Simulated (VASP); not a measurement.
# CuI (Marshite) (F-43m) in VASP: single point with r2SCAN

Aim: the single point of CuI (Marshite) with r2SCAN.

Program: VASP 6.6.1. These are calculated values, not measurements. Logs are shortened: lines on timing, memory, paths and dates and some standing lists are left out, and cuts for length are marked.

## Step 1: The cell of the first run

The structure is cubic, space group F-43m (No. 216). Conventional cell: a = 6.063 Å, b = 6.063 Å, c = 6.063 Å, α = 90.00°, β = 90.00°, γ = 90.00°. Within 3.5 Å of Cu (site symmetry -43m) lie 4 I at 2.63 Å. Within 3.5 Å of I (site symmetry -43m) lie 4 Cu at 2.63 Å.

## Step 2: Single point, r2SCAN

Input file POSCAR:

```
CuI
1.0
    0.0000000000      3.0315000000      3.0315000000
    3.0315000000      0.0000000000      3.0315000000
    3.0315000000      3.0315000000      0.0000000000
Cu I
1 1
Direct
    0.2500000000      0.2500000000      0.2500000000
    0.0000000000      0.0000000000      0.0000000000
```

Input file INCAR.step1:

```
SYSTEM = CuI
PREC     = Accurate       ! precision mode
ENCUT    = 520            ! plane-wave cutoff, eV
ISMEAR   = 0              ! smearing method
SIGMA    = 0.01           ! smearing width, eV
LREAL    = .False.        ! projectors in reciprocal space
LASPH    = .True.         ! aspherical terms in the spheres
NELM     = 100            ! most SCF steps
NBANDS   = 16             ! bands
GGA      = PE             ! functional
ALGO     = Normal         ! electronic algorithm
EDIFF    = 1E-4           ! SCF threshold, eV
LWAVE    = .True.         ! write WAVECAR
LCHARG   = .False.        ! write CHGCAR
```

Input file INCAR.step2:

```
SYSTEM = CuI
PREC     = Accurate       ! precision mode
ENCUT    = 520            ! plane-wave cutoff, eV
EDIFF    = 1E-6           ! SCF threshold, eV
ISMEAR   = 0              ! smearing method
SIGMA    = 0.01           ! smearing width, eV
LREAL    = .False.        ! projectors in reciprocal space
LASPH    = .True.         ! aspherical terms in the spheres
NELM     = 100            ! most SCF steps
ALGO     = Normal         ! electronic algorithm
ISIF     = 2              ! what is computed and relaxed
LWAVE    = .False.        ! write WAVECAR
LCHARG   = .False.        ! write CHGCAR
METAGGA  = R2SCAN         ! meta-GGA
LMIXTAU  = .True.       
NBANDS   = 16             ! bands
ISTART   = 1
```

Input file KPOINTS:

```
Automatic mesh
0
Gamma
  6 6 6
  0 0 0
```

Potentials or basis: VASP PAW PBE potentials, release 64 (Cu, I).

Run with:

```console
$ cat potpaw_PBE.64/Cu/POTCAR potpaw_PBE.64/I/POTCAR > POTCAR
$ cp INCAR.step1 INCAR
$ mpirun -np 1 vasp_std > vasp.out
$ cp INCAR.step2 INCAR
$ mpirun -np 1 vasp_std > vasp.out
```

OUTCAR:

```text
SYSTEM = CuI
   PREC = Accurate
   ENCUT = 520
   EDIFF = 1E-6
   ISMEAR = 0
   LREAL = .False.
   LASPH = .True.
   NELM = 100
   ISIF = 2
   METAGGA = R2SCAN
   ISTART = 1

 ion  position               nearest neighbor table
   1  0.250  0.250  0.250-   2 2.63   2 2.63   2 2.63   2 2.63
   2  0.000  0.000  0.000-   1 2.63   1 2.63   1 2.63   1 2.63

  LATTYP: Found a face centered cubic cell.
 ALAT       =     6.0630000000

  Lattice vectors:

 A1 = (   0.0000000000,   3.0315000000,   3.0315000000)
 A2 = (   3.0315000000,   0.0000000000,   3.0315000000)
 A3 = (   3.0315000000,   3.0315000000,   0.0000000000)

Analysis of symmetry for initial positions (statically):
=====================================================================
 Subroutine PRICEL returns:
 Original cell was already a primitive cell.

 Routine SETGRP: Setting up the symmetry group for a
 face centered cubic supercell.

 Subroutine GETGRP returns: Found 24 space group operations
 (whereof 24 operations were pure point group operations)
 out of a pool of 48 trial point group operations.

The static configuration has the point symmetry T_d .

Analysis of symmetry for dynamics (positions and initial velocities):
=====================================================================
 Subroutine PRICEL returns:
 Original cell was already a primitive cell.

 Routine SETGRP: Setting up the symmetry group for a
 face centered cubic supercell.

 Subroutine GETGRP returns: Found 24 space group operations
 (whereof 24 operations were pure point group operations)
 out of a pool of 48 trial point group operations.

The dynamic configuration has the point symmetry T_d .

 Subroutine INISYM returns: Found 24 space group operations
 (whereof 24 operations are pure point group operations),
 and found     1 'primitive' translations

----------------------------------------------------------------------------------------

                                     Primitive cell

  volume of cell :      55.7189

  direct lattice vectors                    reciprocal lattice vectors
     0.000000000  3.031500000  3.031500000    -0.164934851  0.164934851  0.164934851
     3.031500000  0.000000000  3.031500000     0.164934851 -0.164934851  0.164934851
     3.031500000  3.031500000  0.000000000     0.164934851  0.164934851 -0.164934851

  length of vectors
     4.287188414  4.287188414  4.287188414     0.285675541  0.285675541  0.285675541

[... 70 lines left out ...]
   NELM   =    100;   NELMIN=  2; NELMDL=  0     # of ELM steps
   EDIFF  = 0.1E-05   stopping-criterion for ELM
   LREAL  =      F    real-space projection
   EDIFFG = 0.1E-04   stopping-criterion for IOM
   NSW    =      0    number of steps for IOM
   IBRION =     -1    ionic relax: 0-MD 1-quasi-New 2-CG
   NFREE  =      0    steps in history (QN), initial steepest desc. (CG)
   ISIF   =      2    stress and relaxation
   ISYM   =      2    0-nonsym 1-usesym 2-fastsym
   POTIM  = 0.5000    time-step for ionic-motion
   TEBEG  =    0.0;   TEEND  =   0.0 temperature during run
   PSTRESS=    0.0 pullay stress
   NELECT =      18.0000    total number of electrons
   NUPDOWN=      -1.0000    fix difference up-down
   EMIN   =  10.00;   EMAX   =-10.00  energy-range for DOS
   EFERMI =   0.00;   METHOD = LEGACY
   ISMEAR =     0;   SIGMA  =   0.01  broadening in eV -4-tet -1-fermi 0-gaus
   EFERMI_NEDOS =   21; number of points for ismear=-14 and -15
   IALGO  =     38    algorithm
   IMIX   =      4    mixing-type and parameters
     AMIX     =   0.40;   BMIX     =  1.00
     AMIX_MAG =   1.60;   BMIX_MAG =  1.00
  volume/ion in A,a.u.               =      27.86       188.00
  Fermi-wavevector in a.u.,A,eV,Ry     =   1.123306  2.122741 17.168055  1.261816
  Thomas-Fermi vector in A             =   2.259971
   LORBIT       =      0    0 simple, 1 ext, 2 COOP (PROOUT), +10 PAW based schemes
   METAGGA = R2SCAN    functional components
   LHFCALC =     F    Hartree Fock is set to
   AEXX    =    0.0000 exact exchange contribution
   IVDW    =     0    specifies the selected vdW correction
   LEPSILON=     F    determine dielectric tensor
   LRPA    =     F    only Hartree local field effects (RPA)
 non-spin polarized calculation
 Gauss-broadening in eV      SIGMA  =   0.01
  energy-cutoff  :      520.00
  volume of cell :       55.72
 maximum number of plane-waves:      1524
   NGX = 15   NGY = 15   NGZ = 15

 number of electron      18.0000015 magnetization

 Free energy of the ion-electron system (eV)
  ---------------------------------------------------
  ext. energy  EPLUGINS =         0.00000000
  ---------------------------------------------------
  free energy    TOTEN  =       -35.79103338 eV

  energy without entropy =      -35.79103338  energy(sigma->0) =      -35.79103338

 E-fermi :   4.3550     XC(G=0):  -9.4492

 val. band max:        4.2594544754   @ k =   0.0000   0.0000   0.0000
 cond. band min:       5.8736167992   @ k =   0.0000   0.0000   0.0000
 fundamental gap:      1.6141623237
 Fermi energy:         4.3550356745

 k-point     1 :       0.0000    0.0000    0.0000
  band No.  band energies     occupation
      1     -10.2642      2.00000
      2       0.4598      2.00000
      3       0.4598      2.00000
      4       0.4598      2.00000
      5       2.4261      2.00000
      6       2.4261      2.00000
[... 281 lines left out ...]
      3      -0.2107      2.00000
      4       0.2486      2.00000
      5       2.3699      2.00000
      6       2.3738      2.00000
[... 8 lines left out ...]
     15      16.2836      0.00000
     16      16.9420      0.00000

------------------------ aborting loop because EDIFF is reached ----------------------------------------

  FORCE on cell =-STRESS in cart. coord.  units (eV):
  Direction    XX          YY          ZZ          XY          YZ          ZX
  --------------------------------------------------------------------------------------
  -------------------------------------------------------------------------------------
  Total       -0.2974932     -0.2974932     -0.2974932      0.0000000      0.0000000      0.0000000
  in kB       -8.5543097     -8.5543097     -8.5543097      0.0000000      0.0000000      0.0000000
  external PRESSURE =      -8.5543097 kB  Pullay stress =       0.0000000 kB

 VOLUME and BASIS-vectors are now :
 -----------------------------------------------------------------------------
  energy-cutoff  :      520.00
  volume of cell :       55.72
      direct lattice vectors                 reciprocal lattice vectors
     0.000000000  3.031500000  3.031500000    -0.164934851  0.164934851  0.164934851
     3.031500000  0.000000000  3.031500000     0.164934851 -0.164934851  0.164934851
     3.031500000  3.031500000  0.000000000     0.164934851  0.164934851 -0.164934851

 POSITION                                       TOTAL-FORCE (eV/Angst)
 -----------------------------------------------------------------------------------
      1.51575      1.51575      1.51575         0.000000     -0.000000     -0.000000
      0.00000      0.00000      0.00000        -0.000000      0.000000      0.000000
 -----------------------------------------------------------------------------------
    total drift:                               -0.000008     -0.000008     -0.000008

  FREE ENERGIE OF THE ION-ELECTRON SYSTEM (eV)
  ---------------------------------------------------
  free  energy   TOTEN  =       -35.7910333832 eV

  energy  without entropy=      -35.7910333832  energy(sigma->0) =      -35.79103338
```

OSZICAR.step1:

```text
N       E                     dE             d eps       ncg     rms          rms(c)
DAV:   1     0.953236799579E+02    0.95324E+02   -0.75456E+03   512   0.120E+03
DAV:   2     0.339458302746E+00   -0.94984E+02   -0.85545E+02   536   0.229E+02
DAV:   3    -0.561289490867E+01   -0.59524E+01   -0.58595E+01   704   0.600E+01
DAV:   4    -0.576865863157E+01   -0.15576E+00   -0.15571E+00   648   0.912E+00
DAV:   5    -0.577626924347E+01   -0.76106E-02   -0.76105E-02   768   0.228E+00    0.522E+00
DAV:   6    -0.570069261592E+01    0.75577E-01   -0.26164E+00   528   0.434E+01    0.337E+00
DAV:   7    -0.556041947776E+01    0.14027E+00   -0.63130E-01   592   0.260E+01    0.167E+00
DAV:   8    -0.556168411749E+01   -0.12646E-02   -0.33613E-02   792   0.247E+00    0.431E-01
DAV:   9    -0.555956623088E+01    0.21179E-02   -0.80513E-03   648   0.263E+00    0.134E-01
DAV:  10    -0.555974813929E+01   -0.18191E-03   -0.56926E-04   608   0.149E-01    0.364E-02
DAV:  11    -0.555975049872E+01   -0.23594E-05   -0.13727E-04   512   0.345E-01
   1 F= -.55597505E+01 E0= -.55597505E+01  d E =-.124242E-20
```

It took 56 s on 1 thread of Intel Xeon Platinum 8488C (Sapphire Rapids), shared host; peak memory 0.19 GiB.

Results:

```yaml
Free_energy: -35.7910 eV
Pressure: -0.9 GPa
Band_gap_on_the_k_mesh: 1.61 eV, direct
```

Caveat: the PAW data sets were made with another functional, which shifts forces and pressure a little; spin-orbit coupling is left out, which moves the levels of the heavy elements.
